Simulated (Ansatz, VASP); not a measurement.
**NbCd3 in VASP and in Ansatz**

```
Nb Cd
1.0
     4.21500    0.00000    0.00000
     0.00000    4.21500    0.00000
     0.00000    0.00000    4.25715
Nb Cd
1 3
Direct
  0.00000 0.00000 0.00000
  0.00000 0.50000 0.50000
  0.50000 0.00000 0.50000
  0.50000 0.50000 0.00000
```

Change from the starting cell: zz strain of +1 %, crystal datasets.

Alike in both runs: task electric field gradients; functional LDA; k mesh 9 × 9 × 9; occupations fermi-dirac, width 0.08 eV; no spin polarisation.

```csv
,VASP,Ansatz
version,VASP 6.6.1,Ansatz 0.2.0
potentials or method,"VASP PAW LDA potentials, release 64 (Nb_sv, Cd), cutoff 520 eV","all-electron PAW with datasets made for the crystal, scalar-relativistic"
```

Ansatz gave:

- pressure (GPa): -3.6
- traceless stress, the component that is largest in VASP (GPa): -0.49
- size of Vzz on the site where it differs most (V/Å²): 116.1

Which values does VASP return?

Pressure (GPa): -2.8; traceless stress, the component that is largest in VASP (GPa): -0.49; size of Vzz on the site where it differs most (V/Å²): 111.5.

LDA's correlation is that of Perdew and Zunger in VASP and of Perdew and Wang (1992) in Ansatz. Ansatz ran all-electron here, and VASP with PAW potentials.
